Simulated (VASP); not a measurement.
# LiF (P6_3mc) in VASP: a series of runs, part 2 of 2

VASP 6.6.1.

**4. Single point, PBE (c/a of the conventional cell at fixed volume 1.6685)**

INCAR

```
  ALGO = Normal
  EDIFF = 1E-6
  ENCUT = 520
  GGA = PE
  ISIF = 2
  ISMEAR = 0
  LASPH = True
  LCHARG = True
  LELF = True
  LREAL = False
  LVHAR = True
  LWAVE = False
  NBANDS = 18
  NELM = 60
  PREC = Accurate
  SIGMA = 0.05
```

KPOINTS

```
k-points
0
Gamma
  9 9 6
```

POSCAR

```
LiF
1.0
    3.0619407579      0.0000000000      0.0000000000
   -1.5309703789      2.6517184812      0.0000000000
    0.0000000000      0.0000000000      5.1088481545
Li F
2 2
Direct
    0.3333333333      0.6666666667      0.3504708074
    0.6666666667      0.3333333333      0.8504708074
    0.3333333333      0.6666666667      0.9939266766
    0.6666666667      0.3333333333      0.4939266766
```

Potentials or basis: VASP PAW PBE potentials, release 64 (Li_sv, F).

Run with:

```bash
cat potpaw_PBE.64/Li_sv/POTCAR potpaw_PBE.64/F/POTCAR > POTCAR
mpirun -np 1 vasp_std > vasp.out
```

OUTCAR:

```text
EDIFF = 1E-6
   ENCUT = 520
   GGA = PE
   ISIF = 2
   ISMEAR = 0
   LASPH = True
   LREAL = False
   NELM = 60
   PREC = Accurate

 ion  position               nearest neighbor table
   1  0.333  0.667  0.350-   3 1.82   4 1.91   4 1.91   4 1.91
   2  0.667  0.333  0.850-   4 1.82   3 1.91   3 1.91   3 1.91
   3  0.333  0.667  0.994-   1 1.82   2 1.91   2 1.91   2 1.91
   4  0.667  0.333  0.494-   2 1.82   1 1.91   1 1.91   1 1.91

  LATTYP: Found a hexagonal cell.
 ALAT       =     3.0619407579
 C/A-ratio  =     1.6685000000

  Lattice vectors:

 A1 = (   3.0619407579,   0.0000000000,   0.0000000000)
 A2 = (  -1.5309703789,   2.6517184812,   0.0000000000)
 A3 = (   0.0000000000,   0.0000000000,   5.1088481545)

Analysis of symmetry for initial positions (statically):
=====================================================================
 Subroutine PRICEL returns:
 Original cell was already a primitive cell.

 Routine SETGRP: Setting up the symmetry group for a
 hexagonal supercell.

 Subroutine GETGRP returns: Found 12 space group operations
 (whereof  6 operations were pure point group operations)
 out of a pool of 24 trial point group operations.

The static configuration has the point symmetry C_3v.
 The point group associated with its full space group is C_6v.

Analysis of symmetry for dynamics (positions and initial velocities):
=====================================================================
 Subroutine PRICEL returns:
 Original cell was already a primitive cell.

 Routine SETGRP: Setting up the symmetry group for a
 hexagonal supercell.

 Subroutine GETGRP returns: Found 12 space group operations
 (whereof  6 operations were pure point group operations)
 out of a pool of 24 trial point group operations.

The dynamic configuration has the point symmetry C_3v.
 The point group associated with its full space group is C_6v.

 Subroutine INISYM returns: Found 12 space group operations
 (whereof  6 operations are pure point group operations),
 and found     1 'primitive' translations

----------------------------------------------------------------------------------------

                                     Primitive cell

  volume of cell :      41.4808

  direct lattice vectors                    reciprocal lattice vectors
     3.061940758  0.000000000  0.000000000     0.326590251  0.188556969  0.000000000
    -1.530970379  2.651718481  0.000000000     0.000000000  0.377113938  0.000000000
     0.000000000  0.000000000  5.108848155     0.000000000  0.000000000  0.195738838

  length of vectors
     3.061940758  3.061940758  5.108848155     0.377113938  0.377113938  0.195738838

  position of ions in fractional coordinates (direct lattice)
     0.333333333  0.666666667  0.350470807
     0.666666667  0.333333333  0.850470807
     0.333333333  0.666666667  0.993926677
     0.666666667  0.333333333  0.493926677

  ion indices of the primitive-cell ions
   primitive index   ion index
                 1           1
                 2           2
                 3           3
                 4           4

[... 25 lines left out ...]

 Following reciprocal coordinates:
            Coordinates               Weight
  0.000000  0.000000  0.000000      1.000000
  0.111111 -0.000000  0.000000      6.000000
  0.222222  0.000000  0.000000      6.000000
  0.333333 -0.000000  0.000000      6.000000
  0.444444  0.000000  0.000000      6.000000
  0.111111  0.111111  0.000000      6.000000
[... 16 lines left out ...]
  0.333333  0.222222  0.166667     24.000000
  0.333333  0.333333  0.166667      4.000000
 [... further k-points ...]
   k-points           NKPTS =     48   k-points in BZ     NKDIM =     48   number of bands    NBANDS=     18
   number of dos      NEDOS =    301   number of ions     NIONS =      4
   total plane-waves  NPLWV =  23040
   dimension x,y,z NGX =    24 NGY =   24 NGZ =   40
   dimension x,y,z NGXF=    48 NGYF=   48 NGZF=   80
   ions per type =               2   2
   NGX,Y,Z   is equivalent  to a cutoff of  13.03, 13.03, 13.02 a.u.
   NGXF,Y,Z  is equivalent  to a cutoff of  26.06, 26.06, 26.03 a.u.
 SYSTEM =  unknown system
   PREC   = accura    normal or accurate (medium, high low for compatibility)
   ISTART =      0    job   : 0-new  1-cont  2-samecut
   ICHARG =      2    charge: 1-file 2-atom 10-const
   ISPIN  =      1    spin polarized calculation?
   LNONCOLLINEAR =      F non collinear calculations
   LSORBIT =      F    spin-orbit coupling
   LASPH  =      T    aspherical Exc in radial PAW
   ENCUT  =  520.0 eV  38.22 Ry    6.18 a.u.   5.69  5.69  9.50*2*pi/ulx,y,z
   NELM   =     60;   NELMIN=  2; NELMDL= -5     # of ELM steps
   EDIFF  = 0.1E-05   stopping-criterion for ELM
   LREAL  =      F    real-space projection
   EDIFFG = 0.1E-04   stopping-criterion for IOM
   NSW    =      0    number of steps for IOM
   IBRION =     -1    ionic relax: 0-MD 1-quasi-New 2-CG
   NFREE  =      0    steps in history (QN), initial steepest desc. (CG)
   ISIF   =      2    stress and relaxation
   ISYM   =      2    0-nonsym 1-usesym 2-fastsym
   POTIM  = 0.5000    time-step for ionic-motion
   TEBEG  =    0.0;   TEEND  =   0.0 temperature during run
   PSTRESS=    0.0 pullay stress
   NELECT =      20.0000    total number of electrons
   NUPDOWN=      -1.0000    fix difference up-down
   EMIN   =  10.00;   EMAX   =-10.00  energy-range for DOS
   EFERMI =   0.00;   METHOD = LEGACY
   ISMEAR =     0;   SIGMA  =   0.05  broadening in eV -4-tet -1-fermi 0-gaus
   EFERMI_NEDOS =   21; number of points for ismear=-14 and -15
   IALGO  =     38    algorithm
   IMIX   =      4    mixing-type and parameters
     AMIX     =   0.40;   BMIX     =  1.00
     AMIX_MAG =   1.60;   BMIX_MAG =  1.00
  volume/ion in A,a.u.               =      10.37        69.98
  Fermi-wavevector in a.u.,A,eV,Ry     =   1.283716  2.425872 22.421420  1.647928
  Thomas-Fermi vector in A             =   2.415953
   LORBIT       =      0    0 simple, 1 ext, 2 COOP (PROOUT), +10 PAW based schemes
   GGA     = PE    functional components
   LHFCALC =     F    Hartree Fock is set to
   AEXX    =    0.0000 exact exchange contribution
   IVDW    =     0    specifies the selected vdW correction
   LEPSILON=     F    determine dielectric tensor
   LRPA    =     F    only Hartree local field effects (RPA)
 non-spin polarized calculation
 Gauss-broadening in eV      SIGMA  =   0.05
  energy-cutoff  :      520.00
  volume of cell :       41.48
 maximum number of plane-waves:      1132
 NGX is ok and might be reduce to    24
   NGX = 11   NGY = 11   NGZ = 19

 number of electron      19.9999966 magnetization

 Free energy of the ion-electron system (eV)
  ---------------------------------------------------
  ext. energy  EPLUGINS =         0.00000000
  ---------------------------------------------------
  free energy    TOTEN  =       -19.25758564 eV

  energy without entropy =      -19.25758564  energy(sigma->0) =      -19.25758564

 E-fermi :  -2.3711     XC(G=0):  -8.6435

 val. band max:       -2.6807761841   @ k =   0.0000   0.0000   0.0000
 cond. band min:       4.9067811956   @ k =   0.0000   0.0000   0.0000
 fundamental gap:      7.5875573797
 Fermi energy:        -2.3710653165

 k-point     1 :       0.0000    0.0000    0.0000
  band No.  band energies     occupation
      1     -43.2293      2.00000
      2     -43.1986      2.00000
      3     -22.0196      2.00000
      4     -21.8943      2.00000
      5      -4.6115      2.00000
      6      -2.9207      2.00000
[... 481 lines left out ...]
      5      -4.4073      2.00000
      6      -3.8674      2.00000
[... 10 lines left out ...]
     17      15.6741      0.00000
     18      17.6643      0.00000

 [... further k-points ...]

------------------------ aborting loop because EDIFF is reached ----------------------------------------

  FORCE on cell =-STRESS in cart. coord.  units (eV):
  Direction    XX          YY          ZZ          XY          YZ          ZX
  --------------------------------------------------------------------------------------
  -------------------------------------------------------------------------------------
  Total       -0.0256974     -0.0256974      0.0534803     -0.0000000      0.0000000      0.0000000
  in kB       -0.9925510     -0.9925510      2.0656526     -0.0000000      0.0000000      0.0000000
  external PRESSURE =       0.0268502 kB  Pullay stress =       0.0000000 kB

 VOLUME and BASIS-vectors are now :
 -----------------------------------------------------------------------------
  energy-cutoff  :      520.00
  volume of cell :       41.48
      direct lattice vectors                 reciprocal lattice vectors
     3.061940758  0.000000000  0.000000000     0.326590251  0.188556969  0.000000000
    -1.530970379  2.651718481  0.000000000     0.000000000  0.377113938  0.000000000
     0.000000000  0.000000000  5.108848155     0.000000000  0.000000000  0.195738838

 POSITION                                       TOTAL-FORCE (eV/Angst)
 -----------------------------------------------------------------------------------
     -0.00000      1.76781      1.79050         0.000000      0.000000      0.332076
      1.53097      0.88391      4.34493        -0.000000     -0.000000      0.332076
     -0.00000      1.76781      5.07782         0.000000      0.000000     -0.332076
      1.53097      0.88391      2.52340         0.000000      0.000000     -0.332076
 -----------------------------------------------------------------------------------
    total drift:                                0.000001      0.000001     -0.001329

  FREE ENERGIE OF THE ION-ELECTRON SYSTEM (eV)
  ---------------------------------------------------
  free  energy   TOTEN  =       -19.2575856367 eV

  energy  without entropy=      -19.2575856367  energy(sigma->0) =      -19.25758564
```

OSZICAR:

```text
N       E                     dE             d eps       ncg     rms          rms(c)
DAV:   1     0.122453936007E+03    0.12245E+03   -0.10835E+04  1728   0.120E+03
DAV:   2    -0.100739551726E+02   -0.13253E+03   -0.12944E+03  1944   0.299E+02
DAV:   3    -0.205856999255E+02   -0.10512E+02   -0.10455E+02  3170   0.629E+01
DAV:   4    -0.206883599431E+02   -0.10266E+00   -0.10252E+00  2210   0.763E+00
DAV:   5    -0.206896882945E+02   -0.13284E-02   -0.13281E-02  2328   0.707E-01    0.738E+00
DAV:   6    -0.191891633135E+02    0.15005E+01   -0.42138E+00  1834   0.153E+01    0.231E+00
DAV:   7    -0.192173412170E+02   -0.28178E-01   -0.13499E-01  2014   0.247E+00    0.151E+00
DAV:   8    -0.192576615556E+02   -0.40320E-01   -0.64855E-02  1960   0.244E+00    0.385E-01
DAV:   9    -0.192564346427E+02    0.12269E-02   -0.73620E-03  2478   0.717E-01    0.101E-01
DAV:  10    -0.192575878134E+02   -0.11532E-02   -0.15937E-03  1878   0.268E-01    0.459E-02
DAV:  11    -0.192575814517E+02    0.63617E-05   -0.51986E-05  2434   0.656E-02    0.896E-03
DAV:  12    -0.192575852498E+02   -0.37981E-05   -0.76871E-06  1896   0.209E-02    0.136E-03
DAV:  13    -0.192575856367E+02   -0.38690E-06   -0.14567E-07  1978   0.313E-03
   1 F= -.19257586E+02 E0= -.19257586E+02  d E =-.261604E-20
```

It took 20 s on 1 thread of Intel Xeon Platinum 8488C (Sapphire Rapids), shared host; peak memory 0.16 GiB.

What came out:

```yaml
Free_energy: -19.2576 eV
Largest_force: 0.332 eV/Å
Band_gap_on_the_k_mesh: 7.59 eV, direct
```

Forces on the atoms (eV/Å):
```
Li   0.000  0.000  0.332
Li   0.000  0.000  0.332
F    0.000  0.000 -0.332
F    0.000  0.000 -0.332
```

Levels at points of the mesh, in eV from the valence-band top:
| k point | band 8 | band 9 | band 10 | band 11 | band 12 | band 13 |
| --- | --- | --- | --- | --- | --- | --- |
| (0.00, 0.00, 0.00) | -0.22 | 0.00 | 0.00 | 7.59 | 11.52 | 14.39 |
| (0.00, 0.00, 0.50) | -0.12 | -0.12 | -0.12 | 9.10 | 9.10 | 16.91 |

Caveat: the cutoff is under 1.25 times the usual one of these potentials, so pressure, stress and relaxed cells hold a basis-set (Pulay) error. A k mesh can miss the band edges.

**5. The runs side by side**

| cell | gap on the mesh (eV) | largest force (eV/Å) |
| --- | --- | --- |
| a = 3.126, b = 3.126, c = 4.902 Å, angles 90.0, 90.0, 120.0°, 4 atoms | 7.64 | 0.16 |
| a = 3.196, b = 3.196, c = 4.690 Å, angles 90.0, 90.0, 120.0°, 4 atoms | 7.48 | 0.10 |
| a = 3.062, b = 3.062, c = 5.109 Å, angles 90.0, 90.0, 120.0°, 4 atoms | 7.59 | 0.33 |

Alike in all rows: task single point; level PBE; potentials or basis VASP PAW PBE potentials, release 64 (Li_sv, F); no spin polarisation; k mesh 9 × 9 × 6; cutoff (eV) 520; smearing gaussian 0.05 eV.

Caveats: the cutoff is under 1.25 times the usual one of these potentials, so pressure, stress and relaxed cells hold a basis-set (Pulay) error.

Total energies depend on the potentials used, so only differences within one code and one set of settings carry meaning.
